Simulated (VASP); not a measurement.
# BN (P1) in VASP: single point with r2SCAN

Aim: the single point of BN with r2SCAN.

Everything below comes from runs of VASP 6.6.1. Logs are shortened: lines on timing, memory, paths and dates and some standing lists are left out, and cuts for length are marked.

## 1. The cell of the first run

The typed cell holds 4 atoms: a = 2.544 Å, b = 2.544 Å, c = 4.208 Å, α = 90.00°, β = 90.00°, γ = 120.00°.

## 2. Single point, r2SCAN (atom 1 (B) moved -0.100 Å along Cartesian [1 1 0])

POSCAR

```
BN
1.0
    2.5439665232      0.0000000000      0.0000000000
   -1.2719832616      2.2031396355      0.0000000000
    0.0000000000      0.0000000000      4.2077449317
B N
2 2
Direct
    0.6228235162      0.3012379196      0.9997995909
    0.3333333333      0.6666666667      0.4997995909
    0.6666666667      0.3333333333      0.6252004091
    0.3333333333      0.6666666667      0.1252004091
```

INCAR.step1

```
SYSTEM = BN
PREC = Accurate ; ENCUT = 520
ISMEAR = 0 ; SIGMA = 0.05
LREAL = .FALSE. ; LASPH = .TRUE.
NELM = 60 ; NBANDS = 16
GGA = PE ; ALGO = Normal
EDIFF = 1E-4 ; LWAVE = .TRUE.
LCHARG = .FALSE.
```

INCAR.step2

```
SYSTEM = BN
PREC = Accurate ; ENCUT = 520
EDIFF = 1E-6 ; ISMEAR = 0
SIGMA = 0.05 ; LREAL = .FALSE.
LASPH = .TRUE. ; NELM = 60
ALGO = Normal ; ISIF = 2
LWAVE = .FALSE. ; LCHARG = .TRUE.
METAGGA = R2SCAN ; LMIXTAU = .TRUE.
LELF = .TRUE. ; LVHAR = .TRUE.
NBANDS = 16 ; ISTART = 1
```

KPOINTS

```
regular mesh
0
G
  12 12 6
  0 0 0
```

Potentials or basis: VASP PAW PBE potentials, release 64 (B, N).

Started as:

```
> cat potpaw_PBE.64/B/POTCAR potpaw_PBE.64/N/POTCAR > POTCAR
> cp INCAR.step1 INCAR
> mpirun -np 1 vasp_std > vasp.out
> cp INCAR.step2 INCAR
> mpirun -np 1 vasp_std > vasp.out
```

OUTCAR:

```text
SYSTEM = BN
   PREC = Accurate
   ENCUT = 520
   EDIFF = 1E-6
   ISMEAR = 0
   LREAL = .FALSE.
   LASPH = .TRUE.
   NELM = 60
   ISIF = 2
   METAGGA = R2SCAN
   ISTART = 1

 ion  position               nearest neighbor table
   1  0.623  0.301  1.000-   4 1.50   4 1.54   3 1.58   4 1.65
   2  0.333  0.667  0.500-   3 1.56   3 1.56   3 1.56   4 1.58
   3  0.667  0.333  0.625-   2 1.56   2 1.56   2 1.56   1 1.58
   4  0.333  0.667  0.125-   1 1.50   1 1.54   2 1.58   1 1.65

  LATTYP: Found a hexagonal cell.
 ALAT       =     2.5439665232
 C/A-ratio  =     1.6540095529

  Lattice vectors:

 A1 = (   2.5439665232,   0.0000000000,   0.0000000000)
 A2 = (  -1.2719832616,   2.2031396355,   0.0000000000)
 A3 = (   0.0000000000,   0.0000000000,   4.2077449317)

Analysis of symmetry for initial positions (statically):
=====================================================================
 Subroutine PRICEL returns:
 Original cell was already a primitive cell.

 Routine SETGRP: Setting up the symmetry group for a
 hexagonal supercell.

 Subroutine GETGRP returns: Found  1 space group operations
 (whereof  1 operations were pure point group operations)
 out of a pool of 24 trial point group operations.

The static configuration has the point symmetry C_1 .

Analysis of symmetry for dynamics (positions and initial velocities):
=====================================================================
 Subroutine PRICEL returns:
 Original cell was already a primitive cell.

 Routine SETGRP: Setting up the symmetry group for a
 hexagonal supercell.

 Subroutine GETGRP returns: Found  1 space group operations
 (whereof  1 operations were pure point group operations)
 out of a pool of 24 trial point group operations.

The dynamic configuration has the point symmetry C_1 .

 Subroutine INISYM returns: Found  1 space group operations
 (whereof  1 operations are pure point group operations),
 and found     1 'primitive' translations

----------------------------------------------------------------------------------------

                                     Primitive cell

  volume of cell :      23.5832

  direct lattice vectors                    reciprocal lattice vectors
     2.543966523  0.000000000  0.000000000     0.393086934  0.226948847  0.000000000
    -1.271983262  2.203139635  0.000000000     0.000000000  0.453897694  0.000000000
     0.000000000  0.000000000  4.207744932     0.000000000  0.000000000  0.237656991

  length of vectors
     2.543966523  2.543966523  4.207744932     0.453897694  0.453897694  0.237656991

  position of ions in fractional coordinates (direct lattice)
     0.622823516  0.301237920  0.999799591
     0.333333333  0.666666667  0.499799591
     0.666666667  0.333333333  0.625200409
     0.333333333  0.666666667  0.125200409

  ion indices of the primitive-cell ions
   primitive index   ion index
                 1           1
                 2           2
                 3           3
                 4           4

----------------------------------------------------------------------------------------

 KPOINTS: regular mesh

Automatic generation of k-mesh.
 Grid dimensions read from file:
 generate k-points for:   12   12    6

 Generating k-lattice:

  Cartesian coordinates                     Fractional coordinates (reciprocal lattice)
     0.032757244  0.018912404  0.000000000     0.083333333  0.000000000  0.000000000
     0.000000000  0.037824808  0.000000000     0.000000000  0.083333333  0.000000000
     0.000000000  0.000000000  0.039609499     0.000000000  0.000000000  0.166666667

  Length of vectors
     0.037824808  0.037824808  0.039609499

  Shift w.r.t. Gamma in fractional coordinates (k-lattice)
     0.000000000  0.000000000  0.000000000

 Subroutine IBZKPT returns following result:
 ===========================================

 Found    436 irreducible k-points:

 Following reciprocal coordinates:
            Coordinates               Weight
  0.000000  0.000000  0.000000      1.000000
  0.083333  0.000000  0.000000      2.000000
  0.000000  0.083333  0.000000      2.000000
 -0.083333  0.083333  0.000000      2.000000
  0.166667  0.000000  0.000000      2.000000
  0.000000  0.166667  0.000000      2.000000
[... 16 lines left out ...]
  0.166667  0.083333  0.000000      2.000000
 -0.083333  0.250000  0.000000      2.000000
 [... further k-points ...]
   k-points           NKPTS =    436   k-points in BZ     NKDIM =    436   number of bands    NBANDS=     16
   number of dos      NEDOS =    301   number of ions     NIONS =      4
   total plane-waves  NPLWV =  12800
   dimension x,y,z NGX =    20 NGY =   20 NGZ =   32
   dimension x,y,z NGXF=    40 NGYF=   40 NGZF=   64
   ions per type =               2   2
   NGX,Y,Z   is equivalent  to a cutoff of  13.07, 13.07, 12.64 a.u.
   NGXF,Y,Z  is equivalent  to a cutoff of  26.14, 26.14, 25.29 a.u.
 SYSTEM =  BN
   PREC   = accura    normal or accurate (medium, high low for compatibility)
   ISTART =      1    job   : 0-new  1-cont  2-samecut
   ICHARG =      0    charge: 1-file 2-atom 10-const
   ISPIN  =      1    spin polarized calculation?
   LNONCOLLINEAR =      F non collinear calculations
   LSORBIT =      F    spin-orbit coupling
   LASPH  =      T    aspherical Exc in radial PAW
   ENCUT  =  520.0 eV  38.22 Ry    6.18 a.u.   4.73  4.73  7.82*2*pi/ulx,y,z
   NELM   =     60;   NELMIN=  2; NELMDL=  0     # of ELM steps
   EDIFF  = 0.1E-05   stopping-criterion for ELM
   LREAL  =      F    real-space projection
   EDIFFG = 0.1E-04   stopping-criterion for IOM
   NSW    =      0    number of steps for IOM
   IBRION =     -1    ionic relax: 0-MD 1-quasi-New 2-CG
   NFREE  =      0    steps in history (QN), initial steepest desc. (CG)
   ISIF   =      2    stress and relaxation
   ISYM   =      2    0-nonsym 1-usesym 2-fastsym
   POTIM  = 0.5000    time-step for ionic-motion
   TEBEG  =    0.0;   TEEND  =   0.0 temperature during run
   PSTRESS=    0.0 pullay stress
   NELECT =      16.0000    total number of electrons
   NUPDOWN=      -1.0000    fix difference up-down
   EMIN   =  10.00;   EMAX   =-10.00  energy-range for DOS
   EFERMI =   0.00;   METHOD = LEGACY
   ISMEAR =     0;   SIGMA  =   0.05  broadening in eV -4-tet -1-fermi 0-gaus
   EFERMI_NEDOS =   21; number of points for ismear=-14 and -15
   IALGO  =     38    algorithm
   IMIX   =      4    mixing-type and parameters
     AMIX     =   0.40;   BMIX     =  1.00
     AMIX_MAG =   1.60;   BMIX_MAG =  1.00
  volume/ion in A,a.u.               =       5.90        39.79
  Fermi-wavevector in a.u.,A,eV,Ry     =   1.438513  2.718396 28.154815  2.069321
  Thomas-Fermi vector in A             =   2.557472
   LORBIT       =      0    0 simple, 1 ext, 2 COOP (PROOUT), +10 PAW based schemes
   METAGGA = R2SCAN    functional components
   LHFCALC =     F    Hartree Fock is set to
   AEXX    =    0.0000 exact exchange contribution
   IVDW    =     0    specifies the selected vdW correction
   LEPSILON=     F    determine dielectric tensor
   LRPA    =     F    only Hartree local field effects (RPA)
 non-spin polarized calculation
 Gauss-broadening in eV      SIGMA  =   0.05
  energy-cutoff  :      520.00
  volume of cell :       23.58
 maximum number of plane-waves:       652
   NGX =  9   NGY =  9   NGZ = 15

 number of electron      16.0000000 magnetization

 Free energy of the ion-electron system (eV)
  ---------------------------------------------------
  ext. energy  EPLUGINS =         0.00000000
  ---------------------------------------------------
  free energy    TOTEN  =       -38.14854582 eV

  energy without entropy =      -38.14854582  energy(sigma->0) =      -38.14854582

 E-fermi :   8.0985     XC(G=0): -13.6445

 val. band max:        7.8985224640   @ k =   0.0000   0.0000   0.0000
 cond. band min:      13.1051584619   @ k =   0.3333   0.3333   0.0000
 fundamental gap:      5.2066359979
 Fermi energy:         8.0985249982

 k-point     1 :       0.0000    0.0000    0.0000
  band No.  band energies     occupation
      1     -14.0699      2.00000
      2      -9.8370      2.00000
      3      -3.9033      2.00000
      4       4.7306      2.00000
      5       5.5724      2.00000
      6       7.0039      2.00000
[... 8 lines left out ...]
     15      20.9450      0.00000
     16      24.8429      0.00000

 k-point     2 :       0.0833    0.0000    0.0000
  band No.  band energies     occupation
      1     -13.9129      2.00000
      2      -9.7172      2.00000
      3      -3.7480      2.00000
      4       4.4610      2.00000
      5       4.8235      2.00000
      6       6.7969      2.00000
[... 8 lines left out ...]
     15      21.3700      0.00000
     16      24.5906      0.00000

 k-point     3 :       0.0000    0.0833    0.0000
  band No.  band energies     occupation
      1     -13.9137      2.00000
      2      -9.7181      2.00000
      3      -3.7477      2.00000
      4       4.1025      2.00000
      5       5.2090      2.00000
      6       6.5224      2.00000
[... 8 lines left out ...]
     15      21.1088      0.00000
     16      24.5417      0.00000

 k-point     4 :      -0.0833    0.0833    0.0000
  band No.  band energies     occupation
      1     -13.9136      2.00000
      2      -9.7180      2.00000
      3      -3.7478      2.00000
      4       4.1598      2.00000
      5       5.1436      2.00000
      6       6.6028      2.00000
[... 8 lines left out ...]
     15      21.2360      0.00000
     16      24.5555      0.00000
[... 324 lines left out ...]
 k-point    22 :      -0.1667    0.0833    0.0000
  band No.  band energies     occupation
      1     -13.6019      2.00000
      2      -9.4862      2.00000
      3      -3.4403      2.00000
      4       3.4971      2.00000
      5       4.0369      2.00000
      6       6.1025      2.00000
[... 8 lines left out ...]
     15      22.2402      0.00000
     16      24.1631      0.00000

 k-point    23 :       0.1667    0.0833    0.0000
  band No.  band energies     occupation
      1     -12.9917      2.00000
      2      -9.0619      2.00000
      3      -2.8393      2.00000
      4       1.8219      2.00000
      5       2.9260      2.00000
      6       4.7135      2.00000
[... 8 lines left out ...]
     15      23.3185      0.00000
     16      23.8962      0.00000

 k-point    24 :      -0.0833    0.2500    0.0000
  band No.  band energies     occupation
      1     -12.9968      2.00000
      2      -9.0699      2.00000
      3      -2.8341      2.00000
      4       1.3980      2.00000
      5       3.2535      2.00000
      6       4.4262      2.00000
[... 8 lines left out ...]
     15      22.9381      0.00000
     16      23.8138      0.00000

 [... further k-points ...]

------------------------ aborting loop because EDIFF is reached ----------------------------------------

  FORCE on cell =-STRESS in cart. coord.  units (eV):
  Direction    XX          YY          ZZ          XY          YZ          ZX
  --------------------------------------------------------------------------------------
  -------------------------------------------------------------------------------------
  Total        0.3079159      0.5718339      0.2411918      0.0005263     -0.1552066     -0.0118148
  in kB       20.9189492     38.8488055     16.3858968      0.0357547    -10.5443071     -0.8026635
  external PRESSURE =      25.3845505 kB  Pullay stress =       0.0000000 kB

 VOLUME and BASIS-vectors are now :
 -----------------------------------------------------------------------------
  energy-cutoff  :      520.00
  volume of cell :       23.58
      direct lattice vectors                 reciprocal lattice vectors
     2.543966523  0.000000000  0.000000000     0.393086934  0.226948847  0.000000000
    -1.271983262  2.203139635  0.000000000     0.000000000  0.453897694  0.000000000
     0.000000000  0.000000000  4.207744932     0.000000000  0.000000000  0.237656991

 POSITION                                       TOTAL-FORCE (eV/Angst)
 -----------------------------------------------------------------------------------
      1.20127      0.66367      4.20690         1.426241      1.780753     -0.244454
     -0.00000      1.46876      2.10303        -0.004887     -0.008069     -0.020635
      1.27198      0.73438      2.63068        -0.358822     -0.357623      0.027497
     -0.00000      1.46876      0.52681        -1.062532     -1.415061      0.237592
 -----------------------------------------------------------------------------------
    total drift:                               -0.000071      0.000032      0.002283

  FREE ENERGIE OF THE ION-ELECTRON SYSTEM (eV)
  ---------------------------------------------------
  free  energy   TOTEN  =       -38.1485458202 eV

  energy  without entropy=      -38.1485458202  energy(sigma->0) =      -38.14854582
```

Run time: 3.8 min. Hardware: 1 thread of Intel Xeon 6975P-C (Granite Rapids), shared host; peak memory 0.24 GiB.

Results:

- Free energy: -38.1485 eV
- Pressure: 2.5 GPa
- Largest force: 2.295 eV/Å
- Band gap on the k mesh: 5.21 eV (least direct gap 8.05 eV)

Forces on the atoms (eV/Å):
```
B    1.426  1.781 -0.244
B   -0.005 -0.008 -0.021
N   -0.359 -0.358  0.027
N   -1.063 -1.415  0.238
```

Levels at points of the mesh, in eV from the valence-band top:
```csv
k point,band 4,band 5,band 6,band 7,band 8,band 9,band 10,band 11,band 12,band 13
"(0.00, 0.00, 0.00)",-3.17,-2.33,-0.89,-0.71,0.00,8.05,8.81,8.99,9.82,11.07
"(0.50, 0.00, 0.00)",-8.42,-7.71,-5.88,-4.80,-2.89,6.70,7.99,10.96,11.54,12.97
"(0.00, 0.50, 0.00)",-8.81,-7.64,-5.53,-5.15,-2.48,6.77,8.13,10.92,11.91,13.77
"(0.50, 0.50, 0.00)",-8.69,-7.68,-5.58,-5.05,-2.54,6.58,8.04,10.94,11.95,13.54
"(0.00, 0.00, 0.50)",-6.44,-2.50,-1.70,-1.69,-0.89,8.84,9.79,10.00,10.18,10.32
"(0.50, 0.00, 0.50)",-10.66,-4.85,-4.40,-4.17,-4.08,6.63,6.87,9.73,10.34,14.79
"(0.00, 0.50, 0.50)",-10.91,-4.51,-4.39,-4.23,-3.81,6.54,6.74,10.03,10.56,14.84
"(0.50, 0.50, 0.50)",-10.91,-4.69,-4.43,-4.18,-3.74,6.52,6.71,9.97,10.36,14.84
```

Caveat: the cell differs from its parent crystal (atom 1 (B) moved -0.100 Å along Cartesian [1 1 0]); the PAW data sets were made with another functional, which shifts forces and pressure a little.
